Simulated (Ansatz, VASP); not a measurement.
## Two plane-wave programs on MgCd3Se4

INCAR

```
PREC     = Accurate       # precision mode
ENCUT    = 520            # plane-wave cutoff, eV
EDIFF    = 1E-7           # SCF threshold, eV
ISMEAR   = 0              # smearing method
SIGMA    = 0.1            # smearing width, eV
LREAL    = F              # projectors in reciprocal space
LASPH    = T              # aspherical terms in the spheres
NELM     = 100            # most SCF steps
ALGO     = Normal         # electronic algorithm
ISIF     = 2              # what is computed and relaxed
LWAVE    = F              # write WAVECAR
LCHARG   = T              # write CHGCAR
GGA      = PE             # functional
LELF     = T              # ELF
LVHAR    = T            
NBANDS   = 41             # bands
```

File KPOINTS:

```
Automatic mesh
0
Gamma
  8 8 8
```

POSCAR

```
MgCd3Se4
1.0
    5.6925020383      0.0000000000      0.0000000000
    0.0000000000      5.6925020383      0.0000000000
    0.0000000000      0.0000000000      5.6925020383
Mg Cd Se
1 3 4
Direct
    0.0000000000      0.0000000000      0.0000000000
    0.5000000000      0.0000000000      0.5000000000
    0.5000000000      0.5000000000      0.0000000000
    0.0000000000      0.5000000000      0.5000000000
    0.0000000000      0.5000000000      0.0000000000
    0.5000000000      0.5000000000      0.5000000000
    0.0000000000      0.0000000000      0.5000000000
    0.5000000000      0.0000000000      0.0000000000
```

Input for Ansatz:

```yaml
crystal:
  lattice:
    - [5.6925020383, 0.0, 0.0]
    - [0.0, 5.6925020383, 0.0]
    - [0.0, 0.0, 5.6925020383]
  atoms:
    - { symbol: Mg, position: [0.0, 0.0, 0.0] }
    - { symbol: Cd, position: [0.5, 0.0, 0.5] }
    - { symbol: Cd, position: [0.5, 0.5, 0.0] }
    - { symbol: Cd, position: [0.0, 0.5, 0.5] }
    - { symbol: Se, position: [0.0, 0.5, 0.0] }
    - { symbol: Se, position: [0.5, 0.5, 0.5] }
    - { symbol: Se, position: [0.0, 0.0, 0.5] }
    - { symbol: Se, position: [0.5, 0.0, 0.0] }
basis:
  ecutwfc: 420
kpoints:
  mp_grid: { grid: [8, 8, 8] }
  band_path:
    path:
      - [[0.0, 0.0, 0.0], [0.0, 0.5, 0.0], [0.5, 0.5, 0.0], [0.0, 0.0, 0.0], [0.5, 0.5, 0.5], [0.0, 0.5, 0.0]]
      - [[0.5, 0.5, 0.5], [0.5, 0.5, 0.0]]
    npoints: 14
hamiltonian:
  xc: pbe
scf:
  occupations: { method: gaussian, width: 0.1 }
  n_extra_bands: 20
output:
  forces: true
  stress: true
  eigenvalues: true
  populations: true
  dos: { projected: true, de: 0.02, nscf_kmesh: { grid: [10, 10, 10] } }
  bader: true
  write_density: true
  write_potential: true
  elf: true
  volumetric_format: npy
```

Alike in both runs: task single point; functional PBE; k mesh 8 × 8 × 8; occupations gaussian, width 0.1 eV; no spin polarisation.

|  | VASP | Ansatz |
| --- | --- | --- |
| version | VASP 6.6.1 | Ansatz 0.2.0 |
| potentials or method | VASP PAW PBE potentials, release 64 (Mg, Cd, Se), cutoff 520 eV | scalar-relativistic, plane waves, PAW |
| valence electrons in the cell | 62 | 134 |

|  | VASP | Ansatz | Ansatz less VASP |
| --- | --- | --- | --- |
| gap on the k mesh at the Fermi level (eV) | none | none | - |
| pressure (GPa) | 0.2 | 0.0 | -0.24 |

A gap of «none» marks a metal or a gap that the smearing closes. VASP's potentials hold 62 valence electrons a cell and Ansatz's 134, so a difference there can come from the potentials and not from the codes.
